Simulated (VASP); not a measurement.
Here is a VASP 6.6.1 calculation.

INCAR

```
SYSTEM = ZrN
PREC = Accurate
ENCUT = 600
EDIFF = 1E-6
ISMEAR = 0
SIGMA = 0.1
LREAL = .False.
LASPH = .True.
NELM = 120
ALGO = Normal
ISIF = 2
LWAVE = .False.
LCHARG = .False.
GGA = PE
NBANDS = 16
GGA_COMPAT = .False.
```

Contents of KPOINTS:

```
regular mesh
0
Gamma
  20 20 20
  0 0 0
```

The input POSCAR:

```
ZrN
1.0
    0.0000000000      2.2741207541      2.2741207541
    2.2741207541      0.0000000000      2.2741207541
    2.2741207541      2.2741207541      0.0000000000
Zr N
1 1
Direct
    0.0000000000      0.0000000000      0.0000000000
    0.5000000000      0.5000000000      0.5000000000
```

Potentials or basis: VASP PAW PBE potentials, release 64 (Zr_sv, N).

Command:

```bash
$ cat potpaw_PBE.64/Zr_sv/POTCAR potpaw_PBE.64/N/POTCAR > POTCAR
$ mpirun -np 1 vasp_std > vasp.out
```

Estimate the pressure.

8.3 GPa.
